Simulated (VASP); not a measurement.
# ZnS (Cm) in VASP: a series of runs

The runs below take ZnS through single point, with PBE.

Program: VASP 6.6.1. These are calculated values, not measurements. Logs are shortened: lines on timing, memory, paths and dates and some standing lists are left out, and cuts for length are marked.

**1. The cell of the first run**

The structure is monoclinic, space group Cm (No. 8). The conventional cell has a = 6.661 Å, b = 3.845 Å, c = 6.305 Å, α = 90.00°, β = 90.00°, γ = 90.00°. Zn (site symmetry m) has 4 S at 2.30 to 2.54 Å within 3.0 Å. Zn (site symmetry m) has 4 S at 2.36 Å within 3.1 Å. Within 3.0 Å of S (site symmetry m) lie 4 Zn at 2.31 to 2.36 Å. Within 3.0 Å of S (site symmetry m) lie 4 Zn at 2.30 to 2.54 Å.

**2. Single point, PBE (atom 1 (Zn) moved -0.180 Å towards its neighbour atom 4 (S) at 2.357 Å)**

File INCAR:

```
SYSTEM = ZnS
PREC     = Accurate       ! precision mode
ENCUT    = 520            ! plane-wave cutoff, eV
EDIFF    = 1E-6           ! SCF threshold, eV
ISMEAR   = 0              ! smearing method
SIGMA    = 0.05           ! smearing width, eV
LREAL    = .FALSE.        ! projectors in reciprocal space
LASPH    = .TRUE.         ! aspherical terms in the spheres
NELM     = 60             ! most SCF steps
ALGO     = Normal         ! electronic algorithm
ISIF     = 2              ! what is computed and relaxed
LWAVE    = .FALSE.        ! write WAVECAR
LCHARG   = .TRUE.         ! write CHGCAR
GGA      = PE             ! functional
LELF     = .TRUE.         ! ELF
LVHAR    = .TRUE.       
NBANDS   = 26             ! bands
```

File KPOINTS:

```
Automatic mesh
0
G
  12 12 4
  0 0 0
```

File POSCAR:

```
ZnS
1.0
    3.8454929889      0.0000000000      0.0000000000
   -1.9227464944      3.3302946184      0.0000000000
    0.0000000000      0.0000000000      6.3053333047
Zn S
2 2
Direct
    0.3842482291      0.6921241146      0.0147999046
    0.6666666667      0.3333333333      0.5052197899
    0.3333333333      0.6666666667      0.3797802101
    0.6666666667      0.3333333333      0.8797802101
```

Potentials or basis: VASP PAW PBE potentials, release 64 (Zn, S).

On the command line:

```bash
$ cat potpaw_PBE.64/Zn/POTCAR potpaw_PBE.64/S/POTCAR > POTCAR
$ mpirun -np 1 vasp_std > vasp.out
```

OUTCAR:

```text
SYSTEM = ZnS
   PREC = Accurate
   ENCUT = 520
   EDIFF = 1E-6
   ISMEAR = 0
   LREAL = .FALSE.
   LASPH = .TRUE.
   NELM = 60
   ISIF = 2
   GGA = PE

 ion  position               nearest neighbor table
   1  0.384  0.692  0.015-   4 2.30   4 2.30   3 2.31   4 2.54
   2  0.667  0.333  0.505-   3 2.36   3 2.36   3 2.36   4 2.36
   3  0.333  0.667  0.380-   1 2.31   2 2.36   2 2.36   2 2.36
   4  0.667  0.333  0.880-   1 2.30   1 2.30   2 2.36   1 2.54

  LATTYP: Found a hexagonal cell.
 ALAT       =     3.8454929889
 C/A-ratio  =     1.6396683918

  Lattice vectors:

 A1 = (   3.8454929889,   0.0000000000,   0.0000000000)
 A2 = (  -1.9227464944,   3.3302946184,   0.0000000000)
 A3 = (   0.0000000000,   0.0000000000,   6.3053333047)

Analysis of symmetry for initial positions (statically):
=====================================================================
 Subroutine PRICEL returns:
 Original cell was already a primitive cell.

 Routine SETGRP: Setting up the symmetry group for a
 hexagonal supercell.

 Subroutine GETGRP returns: Found  2 space group operations
 (whereof  2 operations were pure point group operations)
 out of a pool of 24 trial point group operations.

The static configuration has the point symmetry C_1h.

Analysis of symmetry for dynamics (positions and initial velocities):
=====================================================================
 Subroutine PRICEL returns:
 Original cell was already a primitive cell.

 Routine SETGRP: Setting up the symmetry group for a
 hexagonal supercell.

 Subroutine GETGRP returns: Found  2 space group operations
 (whereof  2 operations were pure point group operations)
 out of a pool of 24 trial point group operations.

The dynamic configuration has the point symmetry C_1h.

 Subroutine INISYM returns: Found  2 space group operations
 (whereof  2 operations are pure point group operations),
 and found     1 'primitive' translations

----------------------------------------------------------------------------------------

                                     Primitive cell

  volume of cell :      80.7500

  direct lattice vectors                    reciprocal lattice vectors
     3.845492989  0.000000000  0.000000000     0.260044682  0.150136867  0.000000000
    -1.922746494  3.330294618  0.000000000     0.000000000  0.300273734  0.000000000
[... 83 lines left out ...]
   ISPIN  =      1    spin polarized calculation?
   LNONCOLLINEAR =      F non collinear calculations
   LSORBIT =      F    spin-orbit coupling
   LASPH  =      T    aspherical Exc in radial PAW
   ENCUT  =  520.0 eV  38.22 Ry    6.18 a.u.   7.15  7.15 11.72*2*pi/ulx,y,z
   NELM   =     60;   NELMIN=  2; NELMDL= -5     # of ELM steps
   EDIFF  = 0.1E-05   stopping-criterion for ELM
   LREAL  =      F    real-space projection
   EDIFFG = 0.1E-04   stopping-criterion for IOM
   NSW    =      0    number of steps for IOM
   IBRION =     -1    ionic relax: 0-MD 1-quasi-New 2-CG
   NFREE  =      0    steps in history (QN), initial steepest desc. (CG)
   ISIF   =      2    stress and relaxation
   ISYM   =      2    0-nonsym 1-usesym 2-fastsym
   POTIM  = 0.5000    time-step for ionic-motion
   TEBEG  =    0.0;   TEEND  =   0.0 temperature during run
   PSTRESS=    0.0 pullay stress
   NELECT =      36.0000    total number of electrons
   NUPDOWN=      -1.0000    fix difference up-down
   EMIN   =  10.00;   EMAX   =-10.00  energy-range for DOS
   EFERMI =   0.00;   METHOD = LEGACY
   ISMEAR =     0;   SIGMA  =   0.05  broadening in eV -4-tet -1-fermi 0-gaus
   EFERMI_NEDOS =   21; number of points for ismear=-14 and -15
   IALGO  =     38    algorithm
   IMIX   =      4    mixing-type and parameters
     AMIX     =   0.40;   BMIX     =  1.00
     AMIX_MAG =   1.60;   BMIX_MAG =  1.00
  volume/ion in A,a.u.               =      20.19       136.23
  Fermi-wavevector in a.u.,A,eV,Ry     =   1.250628  2.363344 21.280464  1.564070
  Thomas-Fermi vector in A             =   2.384613
   LORBIT       =      0    0 simple, 1 ext, 2 COOP (PROOUT), +10 PAW based schemes
   GGA     = PE    functional components
   LHFCALC =     F    Hartree Fock is set to
   AEXX    =    0.0000 exact exchange contribution
   IVDW    =     0    specifies the selected vdW correction
   LEPSILON=     F    determine dielectric tensor
   LRPA    =     F    only Hartree local field effects (RPA)
 non-spin polarized calculation
 Gauss-broadening in eV      SIGMA  =   0.05
  energy-cutoff  :      520.00
  volume of cell :       80.75
 maximum number of plane-waves:      2208
 NGX is ok and might be reduce to    30
   NGX = 15   NGY = 15   NGZ = 23

 number of electron      36.0000001 magnetization

 Free energy of the ion-electron system (eV)
  ---------------------------------------------------
  ext. energy  EPLUGINS =         0.00000000
  ---------------------------------------------------
  free energy    TOTEN  =       -13.62490105 eV

  energy without entropy =      -13.62490105  energy(sigma->0) =      -13.62490105

 E-fermi :   2.2163     XC(G=0):  -9.5165

 val. band max:        2.0011277606   @ k =   0.0000   0.0000   0.0000
 cond. band min:       3.9884878778   @ k =   0.0000   0.0000   0.0000
 fundamental gap:      1.9873601172
 Fermi energy:         2.2162570672

 k-point     1 :       0.0000    0.0000    0.0000
  band No.  band energies     occupation
      1     -11.1215      2.00000
      2     -10.1911      2.00000
      3      -4.4055      2.00000
      4      -4.3961      2.00000
      5      -4.3478      2.00000
      6      -4.2699      2.00000
[... 685 lines left out ...]
     25      10.7961      0.00000
     26      11.5331      0.00000

 [... further k-points ...]
[... 5 lines left out ...]
  --------------------------------------------------------------------------------------
  -------------------------------------------------------------------------------------
  Total       -0.0736542      0.3730410      0.4980828     -0.3868494     -0.1812577     -0.3139477
  in kB       -1.4613878      7.4015793      9.8825577     -7.6755547     -3.5963704     -6.2290984
  external PRESSURE =       5.2742497 kB  Pullay stress =       0.0000000 kB

 VOLUME and BASIS-vectors are now :
 -----------------------------------------------------------------------------
  energy-cutoff  :      520.00
  volume of cell :       80.75
      direct lattice vectors                 reciprocal lattice vectors
     3.845492989  0.000000000  0.000000000     0.260044682  0.150136867  0.000000000
    -1.922746494  3.330294618  0.000000000     0.000000000  0.300273734  0.000000000
     0.000000000  0.000000000  6.305333305     0.000000000  0.000000000  0.158595898

 POSITION                                       TOTAL-FORCE (eV/Angst)
 -----------------------------------------------------------------------------------
      0.14684      2.30498      0.09332        -0.515542     -0.297648     -0.321461
      1.92275      1.11010      3.18558        -0.033034     -0.019072      0.117406
     -0.00000      2.22020      2.39464         0.041947      0.024218      0.218740
      1.92275      1.11010      5.54731         0.506630      0.292503     -0.014685
 -----------------------------------------------------------------------------------
    total drift:                               -0.000164     -0.000096     -0.000188

  FREE ENERGIE OF THE ION-ELECTRON SYSTEM (eV)
  ---------------------------------------------------
  free  energy   TOTEN  =       -13.6249010513 eV

  energy  without entropy=      -13.6249010513  energy(sigma->0) =      -13.62490105
```

OSZICAR:

```text
N       E                     dE             d eps       ncg     rms          rms(c)
DAV:   1     0.243453895512E+03    0.24345E+03   -0.17022E+04  8528   0.165E+03
DAV:   2     0.101607851674E+02   -0.23329E+03   -0.22302E+03  8718   0.348E+02
DAV:   3    -0.139099825854E+02   -0.24071E+02   -0.23829E+02 10256   0.111E+02
DAV:   4    -0.144894279911E+02   -0.57945E+00   -0.57814E+00  9932   0.174E+01
DAV:   5    -0.144983726241E+02   -0.89446E-02   -0.89421E-02 10466   0.213E+00    0.947E+00
DAV:   6    -0.136348395673E+02    0.86353E+00   -0.16635E+00 12862   0.369E+01    0.732E+00
DAV:   7    -0.136297226994E+02    0.51169E-02   -0.11963E+00  9104   0.648E+00    0.340E+00
DAV:   8    -0.136239614562E+02    0.57612E-02   -0.38729E-02 10756   0.214E+00    0.932E-01
DAV:   9    -0.136244740109E+02   -0.51255E-03   -0.84876E-03 11540   0.178E+00    0.222E-01
DAV:  10    -0.136246635529E+02   -0.18954E-03   -0.10727E-03  9796   0.635E-01    0.109E-01
DAV:  11    -0.136248823113E+02   -0.21876E-03   -0.32699E-04  8940   0.423E-01    0.630E-02
DAV:  12    -0.136248975250E+02   -0.15214E-04   -0.99229E-05 10198   0.202E-01    0.131E-02
DAV:  13    -0.136248986249E+02   -0.10999E-05   -0.19023E-05 10446   0.506E-02    0.924E-03
DAV:  14    -0.136249010630E+02   -0.24381E-05   -0.73642E-06  8952   0.431E-02    0.333E-03
DAV:  15    -0.136249010513E+02    0.11741E-07   -0.14332E-06  7312   0.256E-02
   1 F= -.13624901E+02 E0= -.13624901E+02  d E =-.446896E-12
```

stdout:

```text
POSCAR found type information on POSCAR ZnS
 POSCAR found :  2 types and       4 ions
 scaLAPACK will be used
 LDA part: xc-table for (Slater+PW92), standard interpolation
 POSCAR, INCAR and KPOINTS ok, starting setup
 FFT: planning ... GRIDC
 FFT: planning ... GRID_SOFT
 FFT: planning ... GRID
 WAVECAR not read
 entering main loop
```

Run time: 2.5 min. Hardware: 1 thread of Intel Xeon 6975P-C (Granite Rapids), shared host; peak memory 0.4 GiB.

What came out:

```yaml
Free_energy: -13.6249 eV
Pressure: 0.5 GPa
Largest_force: 0.677 eV/Å
Band_gap_on_the_k_mesh: 1.99 eV, direct
```

Forces in eV/Å, atoms in the order of the input:
```
Zn  -0.516 -0.298 -0.321
Zn  -0.033 -0.019  0.117
S    0.042  0.024  0.219
S    0.507  0.293 -0.015
```

Levels at points of the mesh, in eV from the valence-band top:
```
           k point  band 14  band 15  band 16  band 17  band 18  band 19  band 20  band 21  band 22  band 23
(0.00, 0.00, 0.00)    -1.10    -0.86    -0.20    -0.13     0.00     1.99     3.03     6.15     6.36     6.52
(0.50, 0.00, 0.00)    -3.92    -3.33    -2.27    -1.61    -0.89     3.48     4.02     5.00     6.74     7.25
(0.00, 0.50, 0.00)    -4.10    -3.24    -2.20    -1.82    -0.84     3.63     4.17     5.00     6.76     7.20
(0.00, 0.00, 0.50)    -2.86    -0.71    -0.64    -0.57    -0.25     3.31     3.54     6.38     6.60     6.62
(0.50, 0.00, 0.50)    -4.50    -1.73    -1.71    -1.59    -1.53     3.26     3.49     5.03     5.24     8.59
(0.00, 0.50, 0.50)    -4.79    -1.82    -1.74    -1.65    -1.36     3.34     3.54     5.08     5.34     8.56
```

Caveat: the cell differs from its parent crystal (atom 1 (Zn) moved -0.180 Å towards its neighbour atom 4 (S) at 2.357 Å). A k mesh can miss the band edges.

**3. Single point, PBE (atom 1 (Zn) moved +0.180 Å towards its neighbour atom 4 (S) at 2.357 Å)**

File INCAR:

```
SYSTEM = ZnS
ALGO     = Normal         ! electronic algorithm
EDIFF    = 1E-7           ! SCF threshold, eV
ENCUT    = 520            ! plane-wave cutoff, eV
GGA      = PE             ! functional
ISIF     = 2              ! what is computed and relaxed
ISMEAR   = 0              ! smearing method
LASPH    = .True.         ! aspherical terms in the spheres
LCHARG   = .False.        ! write CHGCAR
LREAL    = .False.        ! projectors in reciprocal space
LWAVE    = .False.        ! write WAVECAR
NBANDS   = 26             ! bands
NELM     = 80             ! most SCF steps
PREC     = Accurate       ! precision mode
SIGMA    = 0.05           ! smearing width, eV
```

File KPOINTS:

```
k-points
0
Gamma
  12 12 4
  0 0 0
```

POSCAR: that of step 2 with these lines changed.

```diff
@@ -8,3 +8,3 @@
 Direct
-    0.3842482291      0.6921241146      0.0147999046
+    0.2824184375      0.6412092188     -0.0043603248
     0.6666666667      0.3333333333      0.5052197899
```

Potentials or basis: VASP PAW PBE potentials, release 64 (Zn, S).

On the command line:

```bash
$ cat potpaw_PBE.64/Zn/POTCAR potpaw_PBE.64/S/POTCAR > POTCAR
$ mpirun -np 1 vasp_std > vasp.out
```

It took 7.9 min on 1 thread of Oxide Virtual Turin-like, shared host; peak memory 0.37 GiB.

The run converged. Its results:

```
Free energy            : -13.5766 eV
Pressure               : 0.8 GPa
Largest force          : 1.488 eV/Å
Band gap on the k mesh : 2.05 eV, direct
```

Forces on the atoms (eV/Å):
```
Zn   1.180  0.681  0.597
Zn   0.023  0.013 -0.107
S   -0.050 -0.029 -0.202
S   -1.153 -0.666 -0.289
```

Stress tensor (GPa, compression positive):
```
 2.40  1.83  1.36
 1.83  0.29  0.78
 1.36  0.78 -0.21
```

Levels at points of the mesh, in eV from the valence-band top:
| k point | band 15 | band 16 | band 17 | band 18 | band 19 | band 20 | band 21 | band 22 |
| --- | --- | --- | --- | --- | --- | --- | --- | --- |
| (0.00, 0.00, 0.00) | -0.75 | -0.13 | -0.05 | 0.00 | 2.05 | 2.96 | 6.10 | 6.46 |
| (0.50, 0.00, 0.00) | -3.02 | -2.18 | -1.74 | -0.93 | 3.76 | 4.21 | 5.11 | 6.99 |
| (0.00, 0.50, 0.00) | -3.20 | -2.19 | -1.53 | -0.91 | 3.47 | 4.11 | 5.10 | 6.96 |
| (0.00, 0.00, 0.50) | -0.80 | -0.46 | -0.40 | -0.32 | 3.32 | 3.50 | 6.30 | 6.64 |
| (0.50, 0.00, 0.50) | -1.71 | -1.67 | -1.51 | -1.49 | 3.41 | 3.69 | 5.12 | 5.30 |
| (0.00, 0.50, 0.50) | -1.81 | -1.61 | -1.49 | -1.43 | 3.38 | 3.58 | 4.94 | 5.28 |

Caveat: the cell differs from its parent crystal (atom 1 (Zn) moved +0.180 Å towards its neighbour atom 4 (S) at 2.357 Å); forces of over 1 eV/Å act on the atoms, so gaps and moduli don't describe the material at rest. A k mesh can miss the band edges.
